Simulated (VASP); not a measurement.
# Cr in VASP: a series of runs

Runs on Cr. Level: PBE. Tasks: single point.

All numbers are computed with VASP 6.6.1; they aren't measurements. Logs are shortened: lines on timing, memory, paths and dates and some standing lists are left out, and cuts for length are marked.

## Step 1: The cell of the first run

Symmetry: Fmmm, No. 69, orthorhombic system. The conventional cell has a = 2.841 Å, b = 4.008 Å, c = 4.048 Å, α = 90.00°, β = 90.00°, γ = 90.00°. Within 3.2 Å of Cr (site symmetry mmm) lie 14 Cr at 2.46 to 2.85 Å.

## Step 2: Single point, PBE

The input, INCAR:

```
PREC = Accurate ; ENCUT = 520
EDIFF = 1E-6 ; ISMEAR = 0
SIGMA = 0.1 ; LREAL = F
LASPH = T ; NELM = 60
ALGO = Fast ; ISIF = 2
LWAVE = F ; LCHARG = F
GGA = PE ; NBANDS = 32
```

The input, KPOINTS:

```
Automatic mesh
0
Gamma
  6 6 4
```

The input, POSCAR:

```
Cr
1.0
    2.0037547264     -1.4203370883      0.0000000000
    2.0037547264      1.4203370883      0.0000000000
    0.0000000000      0.0000000000      8.0954459910
Cr
4
Direct
    0.7500134893      0.2499865107      0.1249982143
    0.7499865107      0.2500134893      0.6249982143
    0.2499865107      0.7500134893      0.8750017857
    0.2500134893      0.7499865107      0.3750017857
```

Potentials or basis: VASP PAW PBE potentials, release 64 (Cr_pv).

Run with:

```
$ cat potpaw_PBE.64/Cr_pv/POTCAR > POTCAR
$ mpirun -np 1 vasp_std > vasp.out
```

OUTCAR:

```text
PREC = Accurate
   ENCUT = 520
   EDIFF = 1E-6
   ISMEAR = 0
   LREAL = F
   LASPH = T
   NELM = 60
   ISIF = 2
   GGA = PE

 ion  position               nearest neighbor table
   1  0.750  0.250  0.125-   3 2.47   3 2.47   4 2.47   4 2.47   3 2.85   3 2.85   4 2.85   4 2.85

   2  0.750  0.250  0.625-   4 2.47   4 2.47   3 2.47   3 2.47   4 2.85   4 2.85   3 2.85   3 2.85

   3  0.250  0.750  0.875-   1 2.47   1 2.47   2 2.47   2 2.47   1 2.85   1 2.85   2 2.85   2 2.85

   4  0.250  0.750  0.375-   2 2.47   2 2.47   1 2.47   1 2.47   2 2.85   2 2.85   1 2.85   1 2.85

  LATTYP: Found a base centered orthorhombic cell.
 ALAT       =     2.8406741766
 B/A-ratio  =     1.4107599829
 C/A-ratio  =     2.8498326410

  Lattice vectors:

 A1 = (  -2.0037547264,  -1.4203370883,   0.0000000000)
 A2 = (   2.0037547264,  -1.4203370883,   0.0000000000)
 A3 = (   0.0000000000,   0.0000000000,   8.0954459910)

Analysis of symmetry for initial positions (statically):
=====================================================================
 Subroutine PRICEL returns:
 Original cell was already a primitive cell.

 Routine SETGRP: Setting up the symmetry group for a
 base centered orthorhombic supercell.

 Subroutine GETGRP returns: Found  8 space group operations
 (whereof  4 operations were pure point group operations)
 out of a pool of  8 trial point group operations.

The static configuration has the point symmetry C_2h.
 The point group associated with its full space group is D_2h.

Analysis of symmetry for dynamics (positions and initial velocities):
=====================================================================
 Subroutine PRICEL returns:
 Original cell was already a primitive cell.

 Routine SETGRP: Setting up the symmetry group for a
 base centered orthorhombic supercell.

 Subroutine GETGRP returns: Found  8 space group operations
 (whereof  4 operations were pure point group operations)
 out of a pool of  8 trial point group operations.

The dynamic configuration has the point symmetry C_2h.
 The point group associated with its full space group is D_2h.

 Subroutine INISYM returns: Found  8 space group operations
 (whereof  4 operations are pure point group operations),
 and found     1 'primitive' translations

----------------------------------------------------------------------------------------

                                     Primitive cell

  volume of cell :      46.0794

  direct lattice vectors                    reciprocal lattice vectors
     2.003754726 -1.420337088  0.000000000     0.249531539 -0.352029109  0.000000000
     2.003754726  1.420337088  0.000000000     0.249531539  0.352029109  0.000000000
     0.000000000  0.000000000  8.095445991     0.000000000  0.000000000  0.123526239

  length of vectors
     2.456092516  2.456092516  8.095445991     0.431497952  0.431497952  0.123526239

  position of ions in fractional coordinates (direct lattice)
     0.750013489  0.249986511  0.124998214
     0.749986511  0.250013489  0.624998214
     0.249986511  0.750013489  0.875001786
     0.250013489  0.749986511  0.375001786

  ion indices of the primitive-cell ions
   primitive index   ion index
                 1           1
                 2           2
                 3           3
                 4           4

----------------------------------------------------------------------------------------

 KPOINTS: Automatic mesh

Automatic generation of k-mesh.
 Grid dimensions read from file:
 generate k-points for:    6    6    4

 Generating k-lattice:

  Cartesian coordinates                     Fractional coordinates (reciprocal lattice)
     0.041588590 -0.058671518  0.000000000     0.166666667  0.000000000  0.000000000
     0.041588590  0.058671518  0.000000000     0.000000000  0.166666667  0.000000000
     0.000000000  0.000000000  0.030881560     0.000000000  0.000000000  0.250000000

  Length of vectors
     0.071916325  0.071916325  0.030881560

  Shift w.r.t. Gamma in fractional coordinates (k-lattice)
     0.000000000  0.000000000  0.000000000

 Subroutine IBZKPT returns following result:
 ===========================================

 Found     39 irreducible k-points:

 Following reciprocal coordinates:
            Coordinates               Weight
  0.000000  0.000000  0.000000      1.000000
  0.166667  0.000000  0.000000      4.000000
  0.333333  0.000000  0.000000      4.000000
  0.500000  0.000000  0.000000      2.000000
  0.166667  0.166667  0.000000      2.000000
  0.333333  0.166667  0.000000      4.000000
[... 16 lines left out ...]
  0.333333  0.333333  0.250000      4.000000
  0.500000  0.333333  0.250000      8.000000
 [... further k-points ...]
   k-points           NKPTS =     39   k-points in BZ     NKDIM =     39   number of bands    NBANDS=     32
   number of dos      NEDOS =    301   number of ions     NIONS =      4
   total plane-waves  NPLWV =  19440
   dimension x,y,z NGX =    18 NGY =   18 NGZ =   60
   dimension x,y,z NGXF=    36 NGYF=   36 NGZF=  120
   ions per type =               4
   NGX,Y,Z   is equivalent  to a cutoff of  12.18, 12.18, 12.32 a.u.
   NGXF,Y,Z  is equivalent  to a cutoff of  24.37, 24.37, 24.64 a.u.
 SYSTEM =  unknown system
   PREC   = accura    normal or accurate (medium, high low for compatibility)
   ISTART =      0    job   : 0-new  1-cont  2-samecut
   ICHARG =      2    charge: 1-file 2-atom 10-const
   ISPIN  =      1    spin polarized calculation?
   LNONCOLLINEAR =      F non collinear calculations
   LSORBIT =      F    spin-orbit coupling
   LASPH  =      T    aspherical Exc in radial PAW
   ENCUT  =  520.0 eV  38.22 Ry    6.18 a.u.   4.57  4.57 15.05*2*pi/ulx,y,z
   NELM   =     60;   NELMIN=  2; NELMDL= -5     # of ELM steps
   EDIFF  = 0.1E-05   stopping-criterion for ELM
   LREAL  =      F    real-space projection
   EDIFFG = 0.1E-04   stopping-criterion for IOM
   NSW    =      0    number of steps for IOM
   IBRION =     -1    ionic relax: 0-MD 1-quasi-New 2-CG
   NFREE  =      0    steps in history (QN), initial steepest desc. (CG)
   ISIF   =      2    stress and relaxation
   ISYM   =      2    0-nonsym 1-usesym 2-fastsym
   POTIM  = 0.5000    time-step for ionic-motion
   TEBEG  =    0.0;   TEEND  =   0.0 temperature during run
   PSTRESS=    0.0 pullay stress
   NELECT =      48.0000    total number of electrons
   NUPDOWN=      -1.0000    fix difference up-down
   EMIN   =  10.00;   EMAX   =-10.00  energy-range for DOS
   EFERMI =   0.00;   METHOD = LEGACY
   ISMEAR =     0;   SIGMA  =   0.10  broadening in eV -4-tet -1-fermi 0-gaus
   EFERMI_NEDOS =   21; number of points for ismear=-14 and -15
   IALGO  =     68    algorithm
   IMIX   =      4    mixing-type and parameters
     AMIX     =   0.40;   BMIX     =  1.00
     AMIX_MAG =   1.60;   BMIX_MAG =  1.00
  volume/ion in A,a.u.               =      11.52        77.74
  Fermi-wavevector in a.u.,A,eV,Ry     =   1.659535  3.136066 37.471196  2.754055
  Thomas-Fermi vector in A             =   2.746927
   LORBIT       =      0    0 simple, 1 ext, 2 COOP (PROOUT), +10 PAW based schemes
   GGA     = PE    functional components
   LHFCALC =     F    Hartree Fock is set to
   AEXX    =    0.0000 exact exchange contribution
   IVDW    =     0    specifies the selected vdW correction
   LEPSILON=     F    determine dielectric tensor
   LRPA    =     F    only Hartree local field effects (RPA)
 non-spin polarized calculation
 RMM-DIIS sequential band-by-band and
 Gauss-broadening in eV      SIGMA  =   0.10
  energy-cutoff  :      520.00
  volume of cell :       46.08
 maximum number of plane-waves:      1266
   NGX =  9   NGY =  9   NGZ = 31

 number of electron      47.9999964 magnetization

 Free energy of the ion-electron system (eV)
  ---------------------------------------------------
  ext. energy  EPLUGINS =         0.00000000
  ---------------------------------------------------
  free energy    TOTEN  =       -38.16721948 eV

  energy without entropy =      -38.15307117  energy(sigma->0) =      -38.16014532

 E-fermi :  11.0656     XC(G=0): -13.6877

 val. band max:       11.0301773346   @ k =  -0.3333   0.3333   0.2500
 cond. band min:      11.0725170279   @ k =   0.3333   0.3333   0.0000
 fundamental gap:      0.0423396932
 Fermi energy:        11.0656107940

 k-point     1 :       0.0000    0.0000    0.0000
  band No.  band energies     occupation
      1     -32.6241      2.00000
      2     -32.1814      2.00000
      3     -32.1814      2.00000
      4     -31.9740      2.00000
      5     -31.8363      2.00000
      6     -31.8363      2.00000
[... 24 lines left out ...]
     31      12.1768      0.00000
     32      12.1863      0.00000

 k-point     2 :       0.1667    0.0000    0.0000
  band No.  band energies     occupation
      1     -32.5433      2.00000
      2     -32.2510      2.00000
      3     -32.2510      2.00000
      4     -32.0654      2.00000
      5     -31.8797      2.00000
      6     -31.8708      2.00000
[... 24 lines left out ...]
     31      12.4080      0.00000
     32      12.4123      0.00000

 k-point     3 :       0.3333    0.0000    0.0000
  band No.  band energies     occupation
      1     -32.4803      2.00000
      2     -32.4803      2.00000
      3     -32.3364      2.00000
      4     -32.3339      2.00000
      5     -32.2545      2.00000
      6     -31.9662      2.00000
[... 24 lines left out ...]
     31      12.5646      0.00000
     32      12.6092      0.00000

 k-point     4 :       0.5000    0.0000    0.0000
  band No.  band energies     occupation
      1     -32.6226      2.00000
      2     -32.6226      2.00000
      3     -32.4594      2.00000
      4     -32.4594      2.00000
      5     -32.0883      2.00000
      6     -32.0883      2.00000
[... 24 lines left out ...]
     31      12.6670      0.00000
     32      12.6670      0.00000

 k-point     5 :       0.1667    0.1667    0.0000
  band No.  band energies     occupation
      1     -32.5513      2.00000
      2     -32.1667      2.00000
      3     -32.1666      2.00000
      4     -32.0639      2.00000
      5     -31.9282      2.00000
      6     -31.9197      2.00000
[... 584 lines left out ...]
     31      12.5874      0.00000
     32      12.8766      0.00000

 k-point    22 :      -0.1667    0.1667    0.2500
  band No.  band energies     occupation
      1     -32.4137      2.00000
      2     -32.4071      2.00000
      3     -32.2801      2.00000
      4     -32.0668      2.00000
      5     -32.0579      2.00000
      6     -31.9162      2.00000
[... 24 lines left out ...]
     31      12.4631      0.00000
     32      12.5406      0.00000

 k-point    23 :       0.3333    0.3333    0.2500
  band No.  band energies     occupation
      1     -32.3922      2.00000
      2     -32.3834      2.00000
      3     -32.3462      2.00000
      4     -32.3019      2.00000
      5     -32.2289      2.00000
      6     -32.1892      2.00000
[... 24 lines left out ...]
     31      12.6310      0.00000
     32      12.7286      0.00000

 k-point    24 :       0.5000    0.3333    0.2500
  band No.  band energies     occupation
      1     -32.5138      2.00000
      2     -32.4640      2.00000
      3     -32.4255      2.00000
      4     -32.3965      2.00000
      5     -32.2646      2.00000
      6     -32.2451      2.00000
[... 24 lines left out ...]
     31      13.2591      0.00000
     32      13.5417      0.00000

 [... further k-points ...]

------------------------ aborting loop because EDIFF is reached ----------------------------------------

  FORCE on cell =-STRESS in cart. coord.  units (eV):
  Direction    XX          YY          ZZ          XY          YZ          ZX
  --------------------------------------------------------------------------------------
  -------------------------------------------------------------------------------------
  Total       -0.0912662     -0.0628146     -0.0799414      0.0000000     -0.0000000      0.0000000
  in kB       -3.1733199     -2.1840586     -2.7795577      0.0000000     -0.0000000      0.0000000
  external PRESSURE =      -2.7123121 kB  Pullay stress =       0.0000000 kB

 VOLUME and BASIS-vectors are now :
 -----------------------------------------------------------------------------
  energy-cutoff  :      520.00
  volume of cell :       46.08
      direct lattice vectors                 reciprocal lattice vectors
     2.003754726 -1.420337088  0.000000000     0.249531539 -0.352029109  0.000000000
     2.003754726  1.420337088  0.000000000     0.249531539  0.352029109  0.000000000
     0.000000000  0.000000000  8.095445991     0.000000000  0.000000000  0.123526239

 POSITION                                       TOTAL-FORCE (eV/Angst)
 -----------------------------------------------------------------------------------
      2.00375     -0.71021      1.01192         0.000000      0.000181      0.000384
      2.00375     -0.71013      5.05964         0.000000     -0.000181      0.000384
      2.00375      0.71021      7.08353         0.000000     -0.000181     -0.000384
      2.00375      0.71013      3.03581         0.000000      0.000181     -0.000384
 -----------------------------------------------------------------------------------
    total drift:                               -0.000000     -0.000000     -0.000000

  FREE ENERGIE OF THE ION-ELECTRON SYSTEM (eV)
  ---------------------------------------------------
  free  energy   TOTEN  =       -38.1672194780 eV

  energy  without entropy=      -38.1530711707  energy(sigma->0) =      -38.16014532
```

Wall time 33 s (1 thread of AMD EPYC 9R45 (Zen 5), shared host); peak memory 0.14 GiB.

What came out:

```
Free energy            : -38.1672 eV
Pressure               : -0.3 GPa
Band gap on the k mesh : zero (band 24 reaches 11.98 eV, above the bottom of band 25 at 10.53 eV)
```

Caveat: the k points lie up to 0.45 Å⁻¹ apart; the run has no spin polarisation, though such a crystal can be magnetic.

[end of part 1 of 2]
